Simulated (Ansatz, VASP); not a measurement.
# Two plane-wave programs on Hf2H3

File INCAR:

```
SYSTEM = Hf2H3
  PREC = Accurate
  ENCUT = 600
  EDIFF = 1E-7
  ISMEAR = 0
  SIGMA = 0.1
  LREAL = .False.
  LASPH = .True.
  NELM = 80
  ALGO = Normal
  ISIF = 3
  LWAVE = .False.
  LCHARG = .False.
  GGA = PE
  IBRION = 2
  NSW = 100
  EDIFFG = -0.01
```

File KPOINTS:

```
Automatic mesh
0
Gamma
  12 12 12
  0 0 0
```

The input POSCAR:

```
Hf2H3
1.0
    2.6334873108      1.5204446078      2.1096384636
   -2.6334873108      1.5204446078      2.1096384636
    0.0000000000     -3.0408892156      2.1096384636
Hf H
2 3
Direct
    0.2562841419      0.2562841419      0.2562841419
    0.7437158581      0.7437158581      0.7437158581
    0.5000000000      0.2389816955      0.7610183045
    0.7610183045      0.5000000000      0.2389816955
    0.2389816955      0.7610183045      0.5000000000
```

Input for Ansatz:

```yaml
crystal:
  lattice:
    - [2.6334873108, 1.5204446078, 2.1096384636]
    - [-2.6334873108, 1.5204446078, 2.1096384636]
    - [0.0, -3.0408892156, 2.1096384636]
  atoms:
    - { symbol: Hf, position: [0.2562841419, 0.2562841419, 0.2562841419] }
    - { symbol: Hf, position: [0.7437158581, 0.7437158581, 0.7437158581] }
    - { symbol: H, position: [0.5, 0.2389816955, 0.7610183045] }
    - { symbol: H, position: [0.7610183045, 0.5, 0.2389816955] }
    - { symbol: H, position: [0.2389816955, 0.7610183045, 0.5] }
basis:
  ecutwfc: 420
kpoints:
  mp_grid: { grid: [12, 12, 12] }
hamiltonian:
  xc: pbe
scf:
  occupations: { method: gaussian, width: 0.1 }
output:
  forces: true
  stress: true
  eigenvalues: true
  write_density: true
  write_potential: true
  elf: true
  volumetric_format: npy
relax:
  adjacent_minimum: "off"
  f_tol: 0.01
  max_steps: 80
  cell: { stress_tol: 0.05 }
```

Change from the starting cell: species swapped into the Ni3Se2 type (R32, No. 155).

Alike in both runs: task relaxation of cell and atoms; functional PBE; k mesh 12 × 12 × 12; occupations gaussian, width 0.1 eV; no spin polarisation.

```csv
,VASP,Ansatz
version,VASP 6.6.1,Ansatz 0.2.0
potentials or method,"VASP PAW PBE potentials, release 64 (Hf_pv, H), cutoff 600 eV","scalar-relativistic, plane waves, PAW"
valence electrons in the cell,23,55
```

```csv
,VASP,Ansatz,Ansatz less VASP
"gap on the k mesh at the Fermi level, each at its own relaxed structure (eV)",none,none,-
relaxed volume (Å³/atom),10.10,10.14,+0.041
relaxed length of the cell vector where the two differ most in proportion (Å),3.697,3.702,+0.0050
```

A gap of «none» marks a metal or a gap that the smearing closes. VASP's potentials hold 23 valence electrons a cell and Ansatz's 55, so a difference there can come from the potentials and not from the codes.

Spin-orbit coupling is off throughout.
